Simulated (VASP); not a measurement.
# NaH: relaxation of cell and atoms with PBEsol

NaH:

```xyz
2
Lattice="0.0000 2.3957 2.3957 2.3957 0.0000 2.3957 2.3957 2.3957 0.0000" Properties=species:S:1:pos:R:3 pbc="T T T"
Na    0.0000    0.0000    0.0000
H     2.3957    2.3957    2.3957
```

```
Program                : VASP 6.6.1
Task                   : relaxation of cell and atoms
Functional             : PBEsol
Potentials or basis    : VASP PAW PBE potentials, release 64 (Na_pv, H)
Cutoff                 : 600 eV
k mesh                 : 8 × 8 × 8
Occupations            : gaussian, width 0.01 eV
Spin                   : no spin polarisation
Target pressure        : 2 GPa
Dipole correction      : no
Further INCAR settings : ALGO = Normal; EDIFF = 1e-06; IBRION = 2; EDIFFG = -0.002; NSW = 100; ISIF = 3
```

```json
{
 "Relaxed volume": "12.81 Å³/atom",
 "Relaxed cell": "a = 3.309 Å, b = 3.309 Å, c = 3.309 Å, α = 60.00°, β = 60.00°, γ = 60.00°",
 "Space group after relaxing (to 0.05 Å)": "Fm-3m (No. 225)",
 "Energy change on relaxing (the enthalpy is what falls)": "+5.6 meV/atom",
 "Ionic steps": "16",
 "Pressure after relaxing": "2.0 GPa",
 "Band gap on the k mesh": "3.72 eV, indirect (least direct gap 4.66 eV)"
}
```

The path:
```csv
step,energy change (eV),largest force (eV/Å),pressure (GPa),volume (Å³)
1,0.0000,0.0000,0.01,27.50
2,0.0014,0.0000,0.66,26.83
3,0.0099,0.0000,1.86,25.72
4,0.0113,0.0000,2.05,25.60
5,0.0108,0.0000,1.91,25.64
6,0.0109,0.0000,1.93,25.64
7,0.0109,0.0000,1.92,25.63
8,0.0109,0.0000,1.97,25.63
9,0.0109,0.0000,1.95,25.63
10,0.0109,0.0000,1.96,25.63
11,0.0109,0.0000,1.95,25.63
12,0.0109,0.0000,1.95,25.63
13,0.0109,0.0000,1.95,25.63
14,0.0110,0.0000,1.94,25.63
15,0.0110,0.0000,1.93,25.62
16,0.0111,0.0000,1.98,25.62
```

Final structure:
```cif
data_structure
_symmetry_space_group_name_H-M 'P 1'
_symmetry_Int_Tables_number 1
_cell_length_a 3.3088
_cell_length_b 3.3088
_cell_length_c 3.3088
_cell_angle_alpha 60.000
_cell_angle_beta 60.000
_cell_angle_gamma 60.000
_cell_volume 25.62
loop_
_atom_site_label
_atom_site_type_symbol
_atom_site_fract_x
_atom_site_fract_y
_atom_site_fract_z
_atom_site_occupancy
Na1 Na 0.00000 0.00000 0.00000 1
H1 H 0.50000 0.50000 0.50000 1
```

Levels at points of the mesh, in eV from the valence-band top:
```tsv
k point	band 1	band 2	band 3	band 4	band 5	band 6	band 7	band 8
(0.00, 0.00, 0.00)	-21.84	-21.84	-21.84	-4.01	11.29	16.12	16.12	16.12
(0.50, 0.00, 0.00)	-21.98	-21.86	-21.86	-0.94	3.72	11.31	13.83	13.83
(0.50, 0.50, 0.00)	-21.96	-21.89	-21.89	-0.21	4.60	10.13	11.11	11.11
```

Run time: 44 s on 1 thread of Intel(R) Xeon(R) Platinum 8175M CPU @ 2.50GHz (Skylake/Cascade Lake) (shared host), peak memory 0.15 GiB.

Caveat: the cell is relaxed towards a set pressure, so the enthalpy falls and the energy may rise; the PAW data sets were made with another functional, which shifts forces and pressure a little. A k mesh can miss the band edges.
